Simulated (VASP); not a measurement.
# Rb2AlH4 (P6/mmm) in VASP: a series of runs, part 3 of 3

VASP 6.6.1. Earlier steps stand in the parts before.

### 5 Single point, PBE

This run uses another cell than the first one, of 17.56 Å³/atom, 0.458 times its volume.

File INCAR:

```
  PREC = Accurate
  ENCUT = 520
  EDIFF = 1E-6
  ISMEAR = 0
  SIGMA = 0.1
  LREAL = F
  LASPH = T
  NELM = 100
  ALGO = Normal
  ISIF = 2
  LWAVE = F
  LCHARG = F
  GGA = PE
  NBANDS = 22
```

File KPOINTS:

```
regular mesh
0
Gamma
  6 6 4
```

File POSCAR:

```
Rb2AlH4
1.0
    5.3921163300      0.0000000000      0.0000000000
   -2.6960581700      4.6697097200      0.0000000000
    0.0000000000      0.0000000000      4.8819085700
Rb Al H
2 1 4
Direct
    0.3333333300      0.6666666700      0.5000000000
    0.6666666700      0.3333333300      0.5000000000
    0.0000000000      0.0000000000      0.0000000000
    0.3333333300      0.6666666700      0.1388328100
    0.6666666700      0.3333333300      0.1388328100
    0.6666666700      0.3333333300      0.8611671900
    0.3333333300      0.6666666700      0.8611671900
```

Potentials or basis: VASP PAW PBE potentials, release 64 (Rb_sv, Al, H).

Started as:

```bash
> cat potpaw_PBE.64/Rb_sv/POTCAR potpaw_PBE.64/Al/POTCAR potpaw_PBE.64/H/POTCAR > POTCAR
> mpirun -np 1 vasp_std > vasp.out
```

OUTCAR:

```text
PREC = Accurate
   ENCUT = 520
   EDIFF = 1E-6
   ISMEAR = 0
   LREAL = F
   LASPH = T
   NELM = 100
   ISIF = 2
   GGA = PE

 ion  position               nearest neighbor table
   1  0.333  0.667  0.500-   4 1.76   7 1.76   2 3.11   2 3.11   2 3.11   7 3.12   4 3.12   3 3.96
                             3 3.96   3 3.96   3 3.96   3 3.96   3 3.96   2 5.79   2 5.79   2 5.79
   2  0.667  0.333  0.500-   5 1.76   6 1.76   1 3.11   1 3.11   1 3.11   6 3.12   5 3.12   3 3.96
                             3 3.96   3 3.96   3 3.96   3 3.96   3 3.96   1 5.79   1 5.79   1 5.79
   3  0.000  0.000  0.000-   1 3.96   2 3.96   1 3.96   2 3.96   2 3.96   2 3.96   1 3.96   1 3.96
                             2 3.96   2 3.96   1 3.96   1 3.96
   4  0.333  0.667  0.139-   1 1.76   1 3.12
   5  0.667  0.333  0.139-   2 1.76   2 3.12
   6  0.667  0.333  0.861-   2 1.76   2 3.12
   7  0.333  0.667  0.861-   1 1.76   1 3.12

  LATTYP: Found a hexagonal cell.
 ALAT       =     5.3921163300
 C/A-ratio  =     0.9053789405

  Lattice vectors:

 A1 = (   5.3921163300,   0.0000000000,   0.0000000000)
 A2 = (  -2.6960581700,   4.6697097200,   0.0000000000)
 A3 = (   0.0000000000,   0.0000000000,   4.8819085700)

Analysis of symmetry for initial positions (statically):
=====================================================================
 Subroutine PRICEL returns:
 Original cell was already a primitive cell.

 Routine SETGRP: Setting up the symmetry group for a
 hexagonal supercell.

 Subroutine GETGRP returns: Found 24 space group operations
 (whereof 24 operations were pure point group operations)
 out of a pool of 24 trial point group operations.

The static configuration has the point symmetry D_6h.

Analysis of symmetry for dynamics (positions and initial velocities):
=====================================================================
 Subroutine PRICEL returns:
 Original cell was already a primitive cell.

 Routine SETGRP: Setting up the symmetry group for a
 hexagonal supercell.

 Subroutine GETGRP returns: Found 24 space group operations
 (whereof 24 operations were pure point group operations)
 out of a pool of 24 trial point group operations.

The dynamic configuration has the point symmetry D_6h.

 Subroutine INISYM returns: Found 24 space group operations
 (whereof 24 operations are pure point group operations),
 and found     1 'primitive' translations

----------------------------------------------------------------------------------------

                                     Primitive cell

  volume of cell :     122.9246

  direct lattice vectors                    reciprocal lattice vectors
     5.392116330  0.000000000  0.000000000     0.185455940  0.107073037  0.000000000
    -2.696058170  4.669709720  0.000000000     0.000000000  0.214146073  0.000000000
     0.000000000  0.000000000  4.881908570     0.000000000  0.000000000  0.204837921

  length of vectors
     5.392116330  5.392116331  4.881908570     0.214146073  0.214146073  0.204837921

  position of ions in fractional coordinates (direct lattice)
     0.333333330  0.666666670  0.500000000
     0.666666670  0.333333330  0.500000000
[... 43 lines left out ...]
            Coordinates               Weight
  0.000000  0.000000  0.000000      1.000000
  0.166667 -0.000000  0.000000      6.000000
  0.333333 -0.000000  0.000000      6.000000
  0.500000 -0.000000  0.000000      3.000000
  0.166667  0.166667  0.000000      6.000000
  0.333333  0.166667  0.000000     12.000000
[... 13 lines left out ...]
  0.333333  0.166667  0.500000     12.000000
  0.333333  0.333333  0.500000      2.000000
   k-points           NKPTS =     21   k-points in BZ     NKDIM =     21   number of bands    NBANDS=     22
   number of dos      NEDOS =    301   number of ions     NIONS =      7
   total plane-waves  NPLWV =  57600
   dimension x,y,z NGX =    40 NGY =   40 NGZ =   36
   dimension x,y,z NGXF=    80 NGYF=   80 NGZF=   72
   ions per type =               2   1   4
   NGX,Y,Z   is equivalent  to a cutoff of  12.33, 12.33, 12.26 a.u.
   NGXF,Y,Z  is equivalent  to a cutoff of  24.67, 24.67, 24.52 a.u.
 SYSTEM =  unknown system
   PREC   = accura    normal or accurate (medium, high low for compatibility)
   ISTART =      0    job   : 0-new  1-cont  2-samecut
   ICHARG =      2    charge: 1-file 2-atom 10-const
   ISPIN  =      1    spin polarized calculation?
   LNONCOLLINEAR =      F non collinear calculations
   LSORBIT =      F    spin-orbit coupling
   LASPH  =      T    aspherical Exc in radial PAW
   ENCUT  =  520.0 eV  38.22 Ry    6.18 a.u.  10.03 10.03  9.08*2*pi/ulx,y,z
   NELM   =    100;   NELMIN=  2; NELMDL= -5     # of ELM steps
   EDIFF  = 0.1E-05   stopping-criterion for ELM
   LREAL  =      F    real-space projection
   EDIFFG = 0.1E-04   stopping-criterion for IOM
   NSW    =      0    number of steps for IOM
   IBRION =     -1    ionic relax: 0-MD 1-quasi-New 2-CG
   NFREE  =      0    steps in history (QN), initial steepest desc. (CG)
   ISIF   =      2    stress and relaxation
   ISYM   =      2    0-nonsym 1-usesym 2-fastsym
   POTIM  = 0.5000    time-step for ionic-motion
   TEBEG  =    0.0;   TEEND  =   0.0 temperature during run
   PSTRESS=    0.0 pullay stress
   NELECT =      25.0000    total number of electrons
   NUPDOWN=      -1.0000    fix difference up-down
   EMIN   =  10.00;   EMAX   =-10.00  energy-range for DOS
   EFERMI =   0.00;   METHOD = LEGACY
   ISMEAR =     0;   SIGMA  =   0.10  broadening in eV -4-tet -1-fermi 0-gaus
   EFERMI_NEDOS =   21; number of points for ismear=-14 and -15
   IALGO  =     38    algorithm
   IMIX   =      4    mixing-type and parameters
     AMIX     =   0.40;   BMIX     =  1.00
     AMIX_MAG =   1.60;   BMIX_MAG =  1.00
  volume/ion in A,a.u.               =      17.56       118.51
  Fermi-wavevector in a.u.,A,eV,Ry     =   0.962739  1.819313 12.610783  0.926866
  Thomas-Fermi vector in A             =   2.092224
   LORBIT       =      0    0 simple, 1 ext, 2 COOP (PROOUT), +10 PAW based schemes
   GGA     = PE    functional components
   LHFCALC =     F    Hartree Fock is set to
   AEXX    =    0.0000 exact exchange contribution
   IVDW    =     0    specifies the selected vdW correction
   LEPSILON=     F    determine dielectric tensor
   LRPA    =     F    only Hartree local field effects (RPA)
 non-spin polarized calculation
 Gauss-broadening in eV      SIGMA  =   0.10
  energy-cutoff  :      520.00
  volume of cell :      122.92
 maximum number of plane-waves:      3342
   NGX = 21   NGY = 21   NGZ = 19

 number of electron      25.0000000 magnetization

 Free energy of the ion-electron system (eV)
  ---------------------------------------------------
  ext. energy  EPLUGINS =         0.00000000
  ---------------------------------------------------
  free energy    TOTEN  =        -8.93791676 eV

  energy without entropy =       -8.92610261  energy(sigma->0) =       -8.93200968

 E-fermi :   2.3475     XC(G=0):  -8.1513

 val. band max:        2.3321852000   @ k =   0.3333   0.1667   0.5000
 cond. band min:       2.4296232956   @ k =   0.1667   0.1667   0.5000
 fundamental gap:      0.0974380955
 Fermi energy:         2.3474851499

 k-point     1 :       0.0000    0.0000    0.0000
  band No.  band energies     occupation
      1     -26.7627      2.00000
      2     -26.2557      2.00000
      3     -11.7138      2.00000
      4     -11.3631      2.00000
      5     -11.3631      2.00000
      6     -11.1751      2.00000
[... 514 lines left out ...]
     21       7.1702      0.00000
     22       7.1702      0.00000

------------------------ aborting loop because EDIFF is reached ----------------------------------------

  FORCE on cell =-STRESS in cart. coord.  units (eV):
  Direction    XX          YY          ZZ          XY          YZ          ZX
  --------------------------------------------------------------------------------------
  -------------------------------------------------------------------------------------
  Total        1.8668641      1.8668641     17.8400642     -0.0000000     -0.0000000      0.0000000
  in kB       24.3323751     24.3323751    232.5242303     -0.0000000     -0.0000000      0.0000000
  external PRESSURE =      93.7296602 kB  Pullay stress =       0.0000000 kB

 VOLUME and BASIS-vectors are now :
 -----------------------------------------------------------------------------
  energy-cutoff  :      520.00
  volume of cell :      122.92
      direct lattice vectors                 reciprocal lattice vectors
     5.392116330  0.000000000  0.000000000     0.185455940  0.107073037  0.000000000
    -2.696058170  4.669709720  0.000000000     0.000000000  0.214146073  0.000000000
     0.000000000  0.000000000  4.881908570     0.000000000  0.000000000  0.204837921

 POSITION                                       TOTAL-FORCE (eV/Angst)
 -----------------------------------------------------------------------------------
     -0.00000      3.11314      2.44095         0.000000     -0.000000     -0.000000
      2.69606      1.55657      2.44095        -0.000000      0.000000     -0.000000
      0.00000      0.00000      0.00000         0.000000      0.000000     -0.000000
     -0.00000      3.11314      0.67777         0.000000      0.000000     -4.231001
      2.69606      1.55657      0.67777         0.000000      0.000000     -4.231001
      2.69606      1.55657      4.20414         0.000000     -0.000000      4.231001
     -0.00000      3.11314      4.20414         0.000000      0.000000      4.231001
 -----------------------------------------------------------------------------------
    total drift:                                0.000000     -0.000000      0.000000

  FREE ENERGIE OF THE ION-ELECTRON SYSTEM (eV)
  ---------------------------------------------------
  free  energy   TOTEN  =        -8.9379167597 eV

  energy  without entropy=       -8.9261026057  energy(sigma->0) =       -8.93200968
```

Wall time 21 s (1 thread of Intel Xeon 6975P-C (Granite Rapids), shared host); peak memory 0.25 GiB.

What came out:

| Item | Value |
| --- | --- |
| Free energy | -8.9379 eV |
| Pressure | 9.4 GPa |
| Largest force | 4.231 eV/Å |

Forces in eV/Å, atoms in the order of the input:
```
Rb   0.000  0.000  0.000
Rb   0.000  0.000  0.000
Al   0.000  0.000  0.000
H    0.000  0.000 -4.231
H    0.000  0.000 -4.231
H    0.000  0.000  4.231
H    0.000  0.000  4.231
```

Caveat: forces of over 1 eV/Å act on the atoms, so gaps and moduli don't describe the material at rest.

### 6 The runs side by side

```csv
task,cell,k mesh,cutoff (eV),gap on the mesh (eV),pressure (GPa),largest force (eV/Å)
single point,"a = 6.976, b = 6.976, c = 6.364 Å, angles 90.0, 90.0, 120.0°, 7 atoms",6 × 6 × 4,520,none,0.0,-
single point,"a = 7.053, b = 7.053, c = 6.308 Å, angles 90.0, 90.0, 120.0°, 7 atoms",6 × 6 × 6,520,none,0.0,0.01
relaxation of cell and atoms,"relaxed from a = 6.976, b = 6.976, c = 6.364 Å, angles 90.0, 90.0, 120.0°, 7 atoms",6 × 6 × 6,600,none,0.0,-
single point,"a = 5.392, b = 5.392, c = 4.882 Å, angles 90.0, 90.0, 120.0°, 7 atoms",6 × 6 × 4,520,none,9.4,4.23
```

Alike in all rows: level PBE; potentials or basis VASP PAW PBE potentials, release 64 (Rb_sv, Al, H); no spin polarisation; smearing gaussian 0.1 eV.

Caveats: forces of over 1 eV/Å act on the atoms, so gaps and moduli don't describe the material at rest (some runs).

Total energies depend on the potentials used, so only differences within one code and one set of settings carry meaning.
